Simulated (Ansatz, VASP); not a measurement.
## Mg12H in VASP and in Ansatz

```
CELL_PARAMETERS angstrom
6.42000 0.00000 0.00000
-4.81500 8.33982 0.00000
0.00000 0.00000 5.21304
ATOMIC_POSITIONS crystal
Mg 0.00009 0.99887 0.00357
Mg 0.16871 0.22304 0.49544
Mg 0.00104 0.33440 0.99740
Mg 0.16704 0.55499 0.49776
Mg 0.00149 0.66765 0.99644
Mg 0.16883 0.89007 0.49839
Mg 0.49866 0.99892 0.00481
Mg 0.66551 0.22300 0.49648
Mg 0.49846 0.33306 0.00139
Mg 0.66597 0.55554 0.50215
Mg 0.49909 0.66678 0.00087
Mg 0.66538 0.88787 0.50233
H 0.33478 0.11631 0.73740
```

Alike in both runs: functional PBE; k mesh 3 × 2 × 3; occupations gaussian, width 0.05 eV; no spin polarisation.

Ansatz relaxed the structure, and its values are those at the end. VASP's run is a single point on that final structure, the one shown.

|  | VASP | Ansatz |
| --- | --- | --- |
| version | VASP 6.6.1 | Ansatz 0.2.0 |
| potentials or method | VASP PAW PBE potentials, release 64 (Mg, H), cutoff 520 eV | scalar-relativistic, plane waves, PAW |
| valence electrons in the cell | 25 | 121 |

```tsv
	VASP	Ansatz	Ansatz less VASP
rms of the force components (eV/Å)	0.009	0.009	-0.0001
```

VASP's potentials hold 25 valence electrons a cell and Ansatz's 121, so a difference there can come from the potentials and not from the codes.

The k mesh is coarse, so the values compare programs but aren't converged.
